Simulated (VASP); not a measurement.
# Be (P6/mmm) in VASP: further runs

Runs on Be. Level: PBE. Tasks: single point.

Everything below comes from runs of VASP 6.6.1. Logs are shortened: lines on timing, memory, paths and dates and some standing lists are left out, and cuts for length are marked.

## Step 1: The cell of the first run

Symmetry: P6/mmm, No. 191, hexagonal system. Conventional cell: a = 3.040 Å, b = 3.040 Å, c = 1.815 Å, α = 90.00°, β = 90.00°, γ = 120.00°. Be (site symmetry 6/mmm) has 14 Be at 1.81 to 1.98 Å within 2.4 Å. Within 2.3 Å of Be (site symmetry -6m2) lie 11 Be at 1.75 to 1.98 Å.

## Step 2: Single point, PBE

INCAR

```
ALGO     = Normal         # electronic algorithm
EDIFF    = 1E-6           # SCF threshold, eV
ENCUT    = 520            # plane-wave cutoff, eV
GGA      = PE             # functional
ISIF     = 2              # what is computed and relaxed
ISMEAR   = -1             # smearing method
LASPH    = True           # aspherical terms in the spheres
LCHARG   = True           # write CHGCAR
LELF     = True           # ELF
LREAL    = False          # projectors in reciprocal space
LVHAR    = True         
LWAVE    = False          # write WAVECAR
NBANDS   = 10             # bands
NELM     = 60             # most SCF steps
PREC     = Accurate       # precision mode
SIGMA    = 0.08           # smearing width, eV
```

KPOINTS

```
k-points
0
Gamma
  10 10 14
```

POSCAR

```
Be
1.0
    3.0395033529      0.0000000000      0.0000000000
   -1.5197516764      2.6322871185      0.0000000000
    0.0000000000      0.0000000000      1.8146112181
Be
3
Direct
    0.0000000000      0.0000000000      0.0000000000
    0.3333333333      0.6666666667      0.5000000000
    0.6666666667      0.3333333333      0.5000000000
```

Potentials or basis: VASP PAW PBE potentials, release 64 (Be).

On the command line:

```sh
cat potpaw_PBE.64/Be/POTCAR > POTCAR
mpirun -np 1 vasp_std > vasp.out
```

OUTCAR:

```text
EDIFF = 1E-6
   ENCUT = 520
   GGA = PE
   ISIF = 2
   ISMEAR = -1
   LASPH = True
   LREAL = False
   NELM = 60
   PREC = Accurate

 ion  position               nearest neighbor table
   1  0.000  0.000  0.000-   2 1.98   3 1.98   2 1.98   3 1.98   2 1.98   2 1.98   3 1.98   3 1.98
                             3 1.98   3 1.98   2 1.98   2 1.98
   2  0.333  0.667  0.500-   3 1.75   3 1.75   3 1.75   1 1.98   1 1.98   1 1.98   1 1.98   1 1.98
                             1 1.98
   3  0.667  0.333  0.500-   2 1.75   2 1.75   2 1.75   1 1.98   1 1.98   1 1.98   1 1.98   1 1.98
                             1 1.98

  LATTYP: Found a hexagonal cell.
 ALAT       =     3.0395033529
 C/A-ratio  =     0.5970091187

  Lattice vectors:

 A1 = (   3.0395033529,   0.0000000000,   0.0000000000)
 A2 = (  -1.5197516764,   2.6322871185,   0.0000000000)
 A3 = (   0.0000000000,   0.0000000000,   1.8146112181)

Analysis of symmetry for initial positions (statically):
=====================================================================
 Subroutine PRICEL returns:
 Original cell was already a primitive cell.

 Routine SETGRP: Setting up the symmetry group for a
 hexagonal supercell.

 Subroutine GETGRP returns: Found 24 space group operations
 (whereof 24 operations were pure point group operations)
 out of a pool of 24 trial point group operations.

The static configuration has the point symmetry D_6h.

Analysis of symmetry for dynamics (positions and initial velocities):
=====================================================================
 Subroutine PRICEL returns:
 Original cell was already a primitive cell.

 Routine SETGRP: Setting up the symmetry group for a
 hexagonal supercell.

 Subroutine GETGRP returns: Found 24 space group operations
 (whereof 24 operations were pure point group operations)
 out of a pool of 24 trial point group operations.

The dynamic configuration has the point symmetry D_6h.

 Subroutine INISYM returns: Found 24 space group operations
 (whereof 24 operations are pure point group operations),
 and found     1 'primitive' translations

----------------------------------------------------------------------------------------

                                     Primitive cell

  volume of cell :      14.5184

  direct lattice vectors                    reciprocal lattice vectors
     3.039503353  0.000000000  0.000000000     0.329001118  0.189948884  0.000000000
    -1.519751676  2.632287118  0.000000000     0.000000000  0.379897768  0.000000000
     0.000000000  0.000000000  1.814611218     0.000000000  0.000000000  0.551082232

  length of vectors
[... 89 lines left out ...]
   NFREE  =      0    steps in history (QN), initial steepest desc. (CG)
   ISIF   =      2    stress and relaxation
   ISYM   =      2    0-nonsym 1-usesym 2-fastsym
   POTIM  = 0.5000    time-step for ionic-motion
   TEBEG  =    0.0;   TEEND  =   0.0 temperature during run
   PSTRESS=    0.0 pullay stress
   NELECT =       6.0000    total number of electrons
   NUPDOWN=      -1.0000    fix difference up-down
   EMIN   =  10.00;   EMAX   =-10.00  energy-range for DOS
   EFERMI =   0.00;   METHOD = LEGACY
   ISMEAR =    -1;   SIGMA  =   0.08  broadening in eV -4-tet -1-fermi 0-gaus
   EFERMI_NEDOS =   21; number of points for ismear=-14 and -15
   IALGO  =     38    algorithm
   IMIX   =      4    mixing-type and parameters
     AMIX     =   0.40;   BMIX     =  1.00
     AMIX_MAG =   1.60;   BMIX_MAG =  1.00
  volume/ion in A,a.u.               =       4.84        32.66
  Fermi-wavevector in a.u.,A,eV,Ry     =   1.219417  2.304363 20.231547  1.486977
  Thomas-Fermi vector in A             =   2.354669
   LORBIT       =      0    0 simple, 1 ext, 2 COOP (PROOUT), +10 PAW based schemes
   GGA     = PE    functional components
   LHFCALC =     F    Hartree Fock is set to
   AEXX    =    0.0000 exact exchange contribution
   IVDW    =     0    specifies the selected vdW correction
   LEPSILON=     F    determine dielectric tensor
   LRPA    =     F    only Hartree local field effects (RPA)
 non-spin polarized calculation
  energy-cutoff  :      520.00
  volume of cell :       14.52
 maximum number of plane-waves:       409
 NGX is ok and might be reduce to    24

 number of electron       6.0000000 magnetization

 Free energy of the ion-electron system (eV)
  ---------------------------------------------------
  ext. energy  EPLUGINS =         0.00000000
  ---------------------------------------------------
  free energy    TOTEN  =        -7.90391341 eV

  energy without entropy =       -7.89995481  energy(sigma->0) =       -7.90193411

 E-fermi :  12.9598     XC(G=0): -12.3453

 val. band max:       12.9095843382   @ k =   0.3000   0.0000   0.5000
 cond. band min:      13.0458078541   @ k =   0.1000   0.0000   0.0714
 fundamental gap:      0.1362235159
 Fermi energy:        12.9597915479

 k-point     1 :       0.0000    0.0000    0.0000
  band No.  band energies     occupation
      1      -2.2403      2.00000
      2      10.3591      2.00000
      3      10.3591      2.00000
      4      10.6326      2.00000
      5      10.6326      2.00000
      6      22.4135      0.00000
      7      23.2004      0.00000
      8      29.5984      0.00000
      9      41.2285      0.00000
     10      41.2307      0.00000
[... 287 lines left out ...]
 k-point    24 :       0.4000    0.1000    0.0714
  band No.  band energies     occupation
      1       0.6322      2.00000
      2       1.9552      2.00000
      3       4.9956      2.00000
      4      15.7276      0.00000
      5      23.4380      0.00000
      6      27.0154      0.00000
      7      28.7913      0.00000
      8      30.9631      0.00000
      9      31.1923      0.00000
     10      32.8612      0.00000

 [... further k-points ...]
[... 5 lines left out ...]
  --------------------------------------------------------------------------------------
  -------------------------------------------------------------------------------------
  Total       12.4388398     12.4388398     12.4381872      0.0000000     -0.0000000      0.0000000
  in kB     1372.6852968   1372.6852968   1372.6132731      0.0000000     -0.0000000      0.0000000
  external PRESSURE =    1372.6612889 kB  Pullay stress =       0.0000000 kB

 VOLUME and BASIS-vectors are now :
 -----------------------------------------------------------------------------
  energy-cutoff  :      520.00
  volume of cell :       14.52
      direct lattice vectors                 reciprocal lattice vectors
     3.039503353  0.000000000  0.000000000     0.329001118  0.189948884  0.000000000
    -1.519751676  2.632287118  0.000000000     0.000000000  0.379897768  0.000000000
     0.000000000  0.000000000  1.814611218     0.000000000  0.000000000  0.551082232

 POSITION                                       TOTAL-FORCE (eV/Angst)
 -----------------------------------------------------------------------------------
      0.00000      0.00000      0.00000         0.000000      0.000000      0.000000
     -0.00000      1.75486      0.90731         0.000000     -0.000000      0.000000
      1.51975      0.87743      0.90731        -0.000000      0.000000     -0.000000
 -----------------------------------------------------------------------------------
    total drift:                               -0.000000      0.000000     -0.000000

  FREE ENERGIE OF THE ION-ELECTRON SYSTEM (eV)
  ---------------------------------------------------
  free  energy   TOTEN  =        -7.9039134103 eV

  energy  without entropy=       -7.8999548069  energy(sigma->0) =       -7.90193411
```

It took 21 s on 1 thread of AMD EPYC 7R13, shared host; peak memory 0.1 GiB.

What came out:

* Free energy: -7.9039 eV
* Pressure: 137.3 GPa
* Band gap on the k mesh: zero (band 3 reaches 18.36 eV, above the bottom of band 4 at 10.63 eV)

## Step 3: Single point, PBE

INCAR

```
SYSTEM = Be
PREC     = Accurate       ! precision mode
ENCUT    = 520            ! plane-wave cutoff, eV
EDIFF    = 1E-6           ! SCF threshold, eV
ISMEAR   = -1             ! smearing method
SIGMA    = 0.08           ! smearing width, eV
LREAL    = .False.        ! projectors in reciprocal space
LASPH    = .True.         ! aspherical terms in the spheres
NELM     = 60             ! most SCF steps
ALGO     = Normal         ! electronic algorithm
ISIF     = 2              ! what is computed and relaxed
LWAVE    = .False.        ! write WAVECAR
LCHARG   = .False.        ! write CHGCAR
GGA      = PE             ! functional
NBANDS   = 10             ! bands
```

KPOINTS

```
regular mesh
0
Gamma
  10 10 14
  0 0 0
```

POSCAR is that of step 2.

Potentials or basis: VASP PAW PBE potentials, release 64 (Be).

On the command line:

```sh
cat potpaw_PBE.64/Be/POTCAR > POTCAR
mpirun -np 1 vasp_std > vasp.out
```

OUTCAR:

```text
SYSTEM = Be
   PREC = Accurate
   ENCUT = 520
   EDIFF = 1E-6
   ISMEAR = -1
   LREAL = .False.
   LASPH = .True.
   NELM = 60
   ISIF = 2
   GGA = PE

 ion  position               nearest neighbor table
   1  0.000  0.000  0.000-   2 1.98   3 1.98   2 1.98   3 1.98   2 1.98   2 1.98   3 1.98   3 1.98
                             3 1.98   3 1.98   2 1.98   2 1.98
   2  0.333  0.667  0.500-   3 1.75   3 1.75   3 1.75   1 1.98   1 1.98   1 1.98   1 1.98   1 1.98
                             1 1.98
   3  0.667  0.333  0.500-   2 1.75   2 1.75   2 1.75   1 1.98   1 1.98   1 1.98   1 1.98   1 1.98
                             1 1.98

  LATTYP: Found a hexagonal cell.
[... 510 lines left out ...]
  --------------------------------------------------------------------------------------
  -------------------------------------------------------------------------------------
  Total       12.4388398     12.4388398     12.4381872      0.0000000     -0.0000000      0.0000000
  in kB     1372.6852968   1372.6852968   1372.6132731      0.0000000     -0.0000000      0.0000000
  external PRESSURE =    1372.6612889 kB  Pullay stress =       0.0000000 kB

 VOLUME and BASIS-vectors are now :
 -----------------------------------------------------------------------------
  energy-cutoff  :      520.00
  volume of cell :       14.52
      direct lattice vectors                 reciprocal lattice vectors
     3.039503353  0.000000000  0.000000000     0.329001118  0.189948884  0.000000000
    -1.519751676  2.632287118  0.000000000     0.000000000  0.379897768  0.000000000
     0.000000000  0.000000000  1.814611218     0.000000000  0.000000000  0.551082232

 POSITION                                       TOTAL-FORCE (eV/Angst)
 -----------------------------------------------------------------------------------
      0.00000      0.00000      0.00000         0.000000      0.000000      0.000000
     -0.00000      1.75486      0.90731         0.000000     -0.000000      0.000000
      1.51975      0.87743      0.90731        -0.000000      0.000000     -0.000000
 -----------------------------------------------------------------------------------
    total drift:                               -0.000000      0.000000     -0.000000

  FREE ENERGIE OF THE ION-ELECTRON SYSTEM (eV)
  ---------------------------------------------------
  free  energy   TOTEN  =        -7.9039134103 eV

  energy  without entropy=       -7.8999548069  energy(sigma->0) =       -7.90193411
```

OSZICAR:

```text
N       E                     dE             d eps       ncg     rms          rms(c)
DAV:   1     0.864440295397E+01    0.86444E+01   -0.33484E+03  2248   0.544E+02
DAV:   2    -0.802270767278E+01   -0.16667E+02   -0.15908E+02  3156   0.119E+02
DAV:   3    -0.821908971125E+01   -0.19638E+00   -0.19591E+00  3032   0.947E+00
DAV:   4    -0.821933488434E+01   -0.24517E-03   -0.24514E-03  2880   0.337E-01
DAV:   5    -0.821933514324E+01   -0.25890E-06   -0.26072E-06  2800   0.104E-02    0.238E+00
DAV:   6    -0.797113383965E+01    0.24820E+00   -0.58357E-02  2480   0.322E+00    0.153E+00
DAV:   7    -0.790479355012E+01    0.66340E-01   -0.43313E-02  2378   0.288E+00    0.774E-02
DAV:   8    -0.790390660881E+01    0.88694E-03   -0.40791E-04  2710   0.217E-01    0.512E-02
DAV:   9    -0.790391385744E+01   -0.72486E-05   -0.72851E-06  3002   0.172E-02    0.174E-02
DAV:  10    -0.790391341031E+01    0.44713E-06   -0.26521E-06  2678   0.139E-02
   1 F= -.79039134E+01 E0= -.79019341E+01  d E =-.395860E-02
```

Run time: 24 s. Hardware: 1 thread of AMD EPYC 7R13, shared host; peak memory 0.1 GiB.

Results:

- Free energy: -7.9039 eV
- Pressure: 137.3 GPa
- Band gap on the k mesh: zero (band 3 reaches 18.36 eV, above the bottom of band 4 at 10.63 eV)

Levels at points of the mesh, in eV from the Fermi level:
| k point | band 1 | band 2 | band 3 | band 4 | band 5 | band 6 | band 7 | band 8 |
| --- | --- | --- | --- | --- | --- | --- | --- | --- |
| (0.00, 0.00, 0.00) | -15.20 | -2.60 | -2.60 | -2.33 | -2.33 | 9.45 | 10.24 | 16.64 |
| (0.50, 0.00, 0.00) | -11.99 | -11.90 | -7.77 | 2.05 | 12.94 | 13.26 | 16.67 | 16.74 |
| (0.00, 0.00, 0.50) | -9.20 | -7.01 | 5.40 | 5.40 | 5.60 | 8.18 | 8.18 | 9.35 |
| (0.50, 0.00, 0.50) | -6.72 | -6.32 | -2.69 | 1.00 | 1.82 | 4.84 | 9.38 | 10.55 |

(Continued in part 2 of 2.)
